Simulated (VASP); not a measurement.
Wanted: the native input for a VASP 6.6.1 run.

```
Task                   : single point
Functional             : r2SCAN
Potentials or basis    : VASP PAW PBE potentials, release 64 (Li_sv, F)
Cutoff                 : 520 eV
k mesh                 : 10 × 10 × 10
Occupations            : gaussian, width 0.01 eV
Spin                   : no spin polarisation
Dipole correction      : no
Further INCAR settings : ALGO = Normal; EDIFF = 1e-07; NBANDS = 12
```

LiF:

```xyz
2
Lattice="0.0000 2.1708 2.1708 2.1708 0.0000 2.1708 2.1708 2.1708 0.0000" Properties=species:S:1:pos:R:3 pbc="T T T"
Li    0.0000    0.0000    0.0000
F     1.0854    1.0854    1.0854
```

This cell differs from its parent crystal: strain +1.2%.

These files were run (other wordings do the same):

POSCAR

```
LiF
1.0
    0.0000000000      2.1707747985      2.1707747985
    2.1707747985      0.0000000000      2.1707747985
    2.1707747985      2.1707747985      0.0000000000
Li F
1 1
Direct
    0.0000000000      0.0000000000      0.0000000000
    0.2500000000      0.2500000000      0.2500000000
```

INCAR.step1

```
PREC     = Accurate       # precision mode
ENCUT    = 520            # plane-wave cutoff, eV
ISMEAR   = 0              # smearing method
SIGMA    = 0.01           # smearing width, eV
LREAL    = False          # projectors in reciprocal space
LASPH    = True           # aspherical terms in the spheres
NELM     = 60             # most SCF steps
NBANDS   = 12             # bands
GGA      = PE             # functional
ALGO     = Normal         # electronic algorithm
EDIFF    = 1E-4           # SCF threshold, eV
LWAVE    = True           # write WAVECAR
LCHARG   = False          # write CHGCAR
```

INCAR.step2

```
PREC     = Accurate       # precision mode
ENCUT    = 520            # plane-wave cutoff, eV
EDIFF    = 1E-7           # SCF threshold, eV
ISMEAR   = 0              # smearing method
SIGMA    = 0.01           # smearing width, eV
LREAL    = False          # projectors in reciprocal space
LASPH    = True           # aspherical terms in the spheres
NELM     = 60             # most SCF steps
ALGO     = Normal         # electronic algorithm
ISIF     = 2              # what is computed and relaxed
LWAVE    = False          # write WAVECAR
LCHARG   = False          # write CHGCAR
METAGGA  = R2SCAN         # meta-GGA
LMIXTAU  = True         
NBANDS   = 12             # bands
ISTART   = 1
```

KPOINTS

```
Automatic mesh
0
Gamma
  10 10 10
```

Potentials or basis: VASP PAW PBE potentials, release 64 (Li_sv, F).

Launch:

```sh
$ cat potpaw_PBE.64/Li_sv/POTCAR potpaw_PBE.64/F/POTCAR > POTCAR
$ cp INCAR.step1 INCAR
$ mpirun -np 1 vasp_std > vasp.out
$ cp INCAR.step2 INCAR
$ mpirun -np 1 vasp_std > vasp.out
```

It gave:

| Property | Result |
| --- | --- |
| Band gap on the k mesh | 8.56 eV, direct |

Caveat: the cell differs from its parent crystal (strain +1.2%).

It took 35 s on 1 thread of Intel Xeon 6975P-C (shared host), peak memory 0.14 GiB.
